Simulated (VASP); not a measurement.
# Sn in VASP: notebook

Runs on Sn. Level: PBE. Tasks: single point.

Everything below comes from runs of VASP 6.6.1. Logs are shortened: lines on timing, memory, paths and dates and some standing lists are left out, and cuts for length are marked.

## (1) The cell of the first run

It takes space group I4_1/amd (No. 141, tetragonal). The conventional cell has a = 5.709 Å, b = 5.709 Å, c = 3.058 Å, α = 90.00°, β = 90.00°, γ = 90.00°. Within 3.9 Å of Sn (site symmetry -4m2) lie 10 Sn at 2.96 to 3.66 Å.

## (2) Single point, PBE (strained)

File INCAR:

```
SYSTEM = Sn
ALGO = Normal
EDIFF = 1E-6
ENCUT = 520
GGA = PE
ISIF = 2
ISMEAR = 0
LASPH = .True.
LCHARG = .True.
LELF = .True.
LREAL = .False.
LVHAR = .True.
LWAVE = .False.
NBANDS = 21
NELM = 80
PREC = Accurate
SIGMA = 0.1
```

File KPOINTS:

```
k-points
0
Gamma
  14 14 14
  0 0 0
```

File POSCAR:

```
Sn
1.0
   -2.8545823681      2.8545823681      1.5287727712
    2.8545823681     -2.8545823681      1.5287727712
    2.8545823681      2.8545823681     -1.5287727712
Sn
2
Direct
    0.7500000000      0.2500000000      0.5000000000
    0.0000000000      0.0000000000      0.0000000000
```

Potentials or basis: VASP PAW PBE potentials, release 64 (Sn_d).

Command:

```
$ cat potpaw_PBE.64/Sn_d/POTCAR > POTCAR
$ mpirun -np 1 vasp_std > vasp.out
```

OUTCAR:

```text
SYSTEM = Sn
   EDIFF = 1E-6
   ENCUT = 520
   GGA = PE
   ISIF = 2
   ISMEAR = 0
   LASPH = .True.
   LREAL = .False.
   NELM = 80
   PREC = Accurate

 ion  position               nearest neighbor table
   1  0.750  0.250  0.500-   2 2.96   2 2.96   2 2.96   2 2.96   2 3.66   2 3.66   2 3.66   2 3.66

   2  0.000  0.000  0.000-   1 2.96   1 2.96   1 2.96   1 2.96   1 3.66   1 3.66   1 3.66   1 3.66

  LATTYP: Found a body centered tetragonal cell.
 ALAT       =     5.7091647362
 C/A-ratio  =     0.5355504148

  Lattice vectors:

 A1 = (  -2.8545823681,   2.8545823681,   1.5287727712)
 A2 = (   2.8545823681,  -2.8545823681,   1.5287727712)
 A3 = (   2.8545823681,   2.8545823681,  -1.5287727712)

Analysis of symmetry for initial positions (statically):
=====================================================================
 Subroutine PRICEL returns:
 Original cell was already a primitive cell.

 Routine SETGRP: Setting up the symmetry group for a
 body centered tetragonal supercell.

 Subroutine GETGRP returns: Found 16 space group operations
 (whereof  8 operations were pure point group operations)
 out of a pool of 16 trial point group operations.

The static configuration has the point symmetry D_2d.
 The point group associated with its full space group is D_4h.

Analysis of symmetry for dynamics (positions and initial velocities):
=====================================================================
 Subroutine PRICEL returns:
 Original cell was already a primitive cell.

 Routine SETGRP: Setting up the symmetry group for a
 body centered tetragonal supercell.

 Subroutine GETGRP returns: Found 16 space group operations
 (whereof  8 operations were pure point group operations)
 out of a pool of 16 trial point group operations.

The dynamic configuration has the point symmetry D_2d.
 The point group associated with its full space group is D_4h.

 Subroutine INISYM returns: Found 16 space group operations
 (whereof  8 operations are pure point group operations),
 and found     1 'primitive' translations

----------------------------------------------------------------------------------------

                                     Primitive cell

  volume of cell :      49.8297

  direct lattice vectors                    reciprocal lattice vectors
    -2.854582368  2.854582368  1.528772771     0.000000000  0.175156971  0.327059724
     2.854582368 -2.854582368  1.528772771     0.175156971  0.000000000  0.327059724
     2.854582368  2.854582368 -1.528772771     0.175156971  0.175156971  0.000000000

  length of vectors
     4.316761191  4.316761191  4.316761191     0.371009470  0.371009470  0.247709363

  position of ions in fractional coordinates (direct lattice)
     0.750000000  0.250000000  0.500000000
     0.000000000  0.000000000  0.000000000

  ion indices of the primitive-cell ions
   primitive index   ion index
                 1           1
                 2           2

----------------------------------------------------------------------------------------

 KPOINTS: k-points

Automatic generation of k-mesh.
 Grid dimensions read from file:
 generate k-points for:   14   14   14

 Generating k-lattice:

  Cartesian coordinates                     Fractional coordinates (reciprocal lattice)
     0.000000000  0.012511212  0.023361409     0.071428571  0.000000000 -0.000000000
     0.012511212  0.000000000  0.023361409     0.000000000  0.071428571 -0.000000000
     0.012511212  0.012511212  0.000000000     0.000000000  0.000000000  0.071428571

  Length of vectors
     0.026500676  0.026500676  0.017693526

  Shift w.r.t. Gamma in fractional coordinates (k-lattice)
     0.000000000  0.000000000  0.000000000

 Subroutine IBZKPT returns following result:
 ===========================================

 Found    244 irreducible k-points:

 Following reciprocal coordinates:
            Coordinates               Weight
  0.000000  0.000000  0.000000      1.000000
  0.071429  0.000000  0.000000      8.000000
  0.142857  0.000000  0.000000      8.000000
  0.214286  0.000000  0.000000      8.000000
  0.285714  0.000000 -0.000000      8.000000
  0.357143  0.000000  0.000000      8.000000
[... 16 lines left out ...]
  0.214286  0.142857 -0.000000     16.000000
  0.285714  0.142857 -0.000000     16.000000
 [... further k-points ...]
   k-points           NKPTS =    244   k-points in BZ     NKDIM =    244   number of bands    NBANDS=     21
   number of dos      NEDOS =    301   number of ions     NIONS =      2
   total plane-waves  NPLWV =  32768
   dimension x,y,z NGX =    32 NGY =   32 NGZ =   32
   dimension x,y,z NGXF=    64 NGYF=   64 NGZF=   64
   ions per type =               2
   NGX,Y,Z   is equivalent  to a cutoff of  12.32, 12.32, 12.32 a.u.
   NGXF,Y,Z  is equivalent  to a cutoff of  24.65, 24.65, 24.65 a.u.
 SYSTEM =  Sn
   PREC   = accura    normal or accurate (medium, high low for compatibility)
   ISTART =      0    job   : 0-new  1-cont  2-samecut
   ICHARG =      2    charge: 1-file 2-atom 10-const
   ISPIN  =      1    spin polarized calculation?
   LNONCOLLINEAR =      F non collinear calculations
   LSORBIT =      F    spin-orbit coupling
   LASPH  =      T    aspherical Exc in radial PAW
   ENCUT  =  520.0 eV  38.22 Ry    6.18 a.u.   8.03  8.03  8.03*2*pi/ulx,y,z
   NELM   =     80;   NELMIN=  2; NELMDL= -5     # of ELM steps
   EDIFF  = 0.1E-05   stopping-criterion for ELM
   LREAL  =      F    real-space projection
   EDIFFG = 0.1E-04   stopping-criterion for IOM
   NSW    =      0    number of steps for IOM
   IBRION =     -1    ionic relax: 0-MD 1-quasi-New 2-CG
   NFREE  =      0    steps in history (QN), initial steepest desc. (CG)
   ISIF   =      2    stress and relaxation
   ISYM   =      2    0-nonsym 1-usesym 2-fastsym
   POTIM  = 0.5000    time-step for ionic-motion
   TEBEG  =    0.0;   TEEND  =   0.0 temperature during run
   PSTRESS=    0.0 pullay stress
   NELECT =      28.0000    total number of electrons
   NUPDOWN=      -1.0000    fix difference up-down
   EMIN   =  10.00;   EMAX   =-10.00  energy-range for DOS
   EFERMI =   0.00;   METHOD = LEGACY
   ISMEAR =     0;   SIGMA  =   0.10  broadening in eV -4-tet -1-fermi 0-gaus
   EFERMI_NEDOS =   21; number of points for ismear=-14 and -15
   IALGO  =     38    algorithm
   IMIX   =      4    mixing-type and parameters
     AMIX     =   0.40;   BMIX     =  1.00
     AMIX_MAG =   1.60;   BMIX_MAG =  1.00
  volume/ion in A,a.u.               =      24.91       168.13
  Fermi-wavevector in a.u.,A,eV,Ry     =   1.350926  2.552879 24.830638  1.825000
  Thomas-Fermi vector in A             =   2.478390
   LORBIT       =      0    0 simple, 1 ext, 2 COOP (PROOUT), +10 PAW based schemes
   GGA     = PE    functional components
   LHFCALC =     F    Hartree Fock is set to
   AEXX    =    0.0000 exact exchange contribution
   IVDW    =     0    specifies the selected vdW correction
   LEPSILON=     F    determine dielectric tensor
   LRPA    =     F    only Hartree local field effects (RPA)
 non-spin polarized calculation
 Gauss-broadening in eV      SIGMA  =   0.10
  energy-cutoff  :      520.00
  volume of cell :       49.83
 maximum number of plane-waves:      1366
   NGX = 17   NGY = 17   NGZ = 17

 number of electron      28.0000013 magnetization

 Free energy of the ion-electron system (eV)
  ---------------------------------------------------
  ext. energy  EPLUGINS =         0.00000000
  ---------------------------------------------------
  free energy    TOTEN  =        -7.44275360 eV

  energy without entropy =       -7.43749843  energy(sigma->0) =       -7.44012602

 E-fermi :   9.0715     XC(G=0): -10.7138

 val. band max:        9.0352849302   @ k =   0.4286   0.4286  -0.0000
 cond. band min:       9.0822456450   @ k =   0.1429   0.1429   0.0000
 fundamental gap:      0.0469607147
 Fermi energy:         9.0714702493

 k-point     1 :       0.0000    0.0000    0.0000
  band No.  band energies     occupation
      1     -12.7176      2.00000
      2     -12.6310      2.00000
      3     -12.5679      2.00000
      4     -12.5669      2.00000
      5     -12.3448      2.00000
      6     -12.3448      2.00000
[... 13 lines left out ...]
     20      19.1826      0.00000
     21      19.9511      0.00000

 k-point     2 :       0.0714    0.0000    0.0000
  band No.  band energies     occupation
      1     -12.7137      2.00000
      2     -12.6162      2.00000
      3     -12.5619      2.00000
      4     -12.5501      2.00000
      5     -12.3566      2.00000
      6     -12.3555      2.00000
[... 13 lines left out ...]
     20      19.0443      0.00000
     21      19.1508      0.00000

 k-point     3 :       0.1429    0.0000    0.0000
  band No.  band energies     occupation
      1     -12.7013      2.00000
      2     -12.5762      2.00000
      3     -12.5479      2.00000
      4     -12.5044      2.00000
      5     -12.3823      2.00000
      6     -12.3719      2.00000
[... 13 lines left out ...]
     20      17.8559      0.00000
     21      17.8846      0.00000

 k-point     4 :       0.2143    0.0000    0.0000
  band No.  band energies     occupation
      1     -12.6820      2.00000
      2     -12.5279      2.00000
      3     -12.5261      2.00000
      4     -12.4588      2.00000
      5     -12.4136      2.00000
      6     -12.3729      2.00000
[... 13 lines left out ...]
     20      16.8871      0.00000
     21      17.7157      0.00000

 k-point     5 :       0.2857    0.0000   -0.0000
  band No.  band energies     occupation
      1     -12.6607      2.00000
      2     -12.5091      2.00000
      3     -12.4937      2.00000
      4     -12.4569      2.00000
      5     -12.4407      2.00000
      6     -12.3815      2.00000
[... 13 lines left out ...]
     20      16.1907      0.00000
     21      18.3247      0.00000

 k-point     6 :       0.3571    0.0000    0.0000
  band No.  band energies     occupation
      1     -12.6426      2.00000
      2     -12.5078      2.00000
      3     -12.4937      2.00000
      4     -12.4753      2.00000
      5     -12.4456      2.00000
      6     -12.4016      2.00000
[... 13 lines left out ...]
     20      16.0781      0.00000
     21      19.2542      0.00000

 k-point     7 :       0.4286    0.0000    0.0000
  band No.  band energies     occupation
      1     -12.6292      2.00000
      2     -12.5234      2.00000
      3     -12.5198      2.00000
      4     -12.4692      2.00000
      5     -12.4331      2.00000
      6     -12.4158      2.00000
[... 13 lines left out ...]
     20      17.6440      0.00000
     21      20.1844      0.00000
[... 291 lines left out ...]
      1     -12.7033      2.00000
      2     -12.6178      2.00000
      3     -12.5564      2.00000
      4     -12.5529      2.00000
      5     -12.3582      2.00000
      6     -12.3501      2.00000
[... 13 lines left out ...]
     20      19.1801      0.00000
     21      19.4721      0.00000

 k-point    21 :      -0.0714    0.0714    0.0000
  band No.  band energies     occupation
      1     -12.7122      2.00000
      2     -12.6318      2.00000
      3     -12.5708      2.00000
      4     -12.5623      2.00000
      5     -12.3473      2.00000
      6     -12.3424      2.00000
[... 13 lines left out ...]
     20      19.5428      0.00000
     21      20.0351      0.00000

 k-point    22 :       0.1429    0.1429    0.0000
  band No.  band energies     occupation
      1     -12.6739      2.00000
      2     -12.5166      2.00000
      3     -12.4933      2.00000
      4     -12.4379      2.00000
      5     -12.4142      2.00000
      6     -12.4018      2.00000
[... 13 lines left out ...]
     20      16.6027      0.00000
     21      16.9807      0.00000

 k-point    23 :       0.2143    0.1429   -0.0000
  band No.  band energies     occupation
      1     -12.6586      2.00000
      2     -12.5081      2.00000
      3     -12.4964      2.00000
      4     -12.4420      2.00000
      5     -12.4390      2.00000
      6     -12.4166      2.00000
[... 13 lines left out ...]
     20      16.4124      0.00000
     21      17.5094      0.00000

 k-point    24 :       0.2857    0.1429   -0.0000
  band No.  band energies     occupation
      1     -12.6469      2.00000
      2     -12.5249      2.00000
      3     -12.4834      2.00000
      4     -12.4717      2.00000
      5     -12.4305      2.00000
      6     -12.4278      2.00000
[... 13 lines left out ...]
     20      16.7648      0.00000
     21      18.4510      0.00000

 [... further k-points ...]

------------------------ aborting loop because EDIFF is reached ----------------------------------------

  FORCE on cell =-STRESS in cart. coord.  units (eV):
  Direction    XX          YY          ZZ          XY          YZ          ZX
  --------------------------------------------------------------------------------------
  -------------------------------------------------------------------------------------
  Total        2.5163105      2.5163105      2.8879248      0.0000000      0.0000000      0.0000000
  in kB       80.9071172     80.9071172     92.8556588      0.0000000      0.0000000      0.0000000
  external PRESSURE =      84.8899644 kB  Pullay stress =       0.0000000 kB

 VOLUME and BASIS-vectors are now :
 -----------------------------------------------------------------------------
  energy-cutoff  :      520.00
  volume of cell :       49.83
      direct lattice vectors                 reciprocal lattice vectors
    -2.854582368  2.854582368  1.528772771     0.000000000  0.175156971  0.327059724
     2.854582368 -2.854582368  1.528772771     0.175156971  0.000000000  0.327059724
     2.854582368  2.854582368 -1.528772771     0.175156971  0.175156971  0.000000000

 POSITION                                       TOTAL-FORCE (eV/Angst)
 -----------------------------------------------------------------------------------
      0.00000      2.85458      0.76439         0.000000      0.000000     -0.000000
      0.00000      0.00000      0.00000        -0.000000     -0.000000      0.000000
 -----------------------------------------------------------------------------------
    total drift:                                0.000000     -0.000000      0.000000

  FREE ENERGIE OF THE ION-ELECTRON SYSTEM (eV)
  ---------------------------------------------------
  free  energy   TOTEN  =        -7.4427536030 eV

  energy  without entropy=       -7.4374984311  energy(sigma->0) =       -7.44012602
```

Wall time 82 s (1 thread of Intel Xeon 6975P-C (Granite Rapids), shared host); peak memory 0.32 GiB.

Results:

* Free energy: -7.4428 eV
* Pressure: 8.5 GPa
* Band gap on the k mesh: zero (bands 14 and 15 overlap by 4.41 eV)

Stress tensor (GPa, compression positive):
```
8.09 0.00 0.00
0.00 8.09 0.00
0.00 0.00 9.29
```

Caveat: the cell differs from its parent crystal (strained); the cell stands under pressure; spin-orbit coupling is left out, which moves the levels of the heavy elements.

(Part 1 of 2 ends here.)
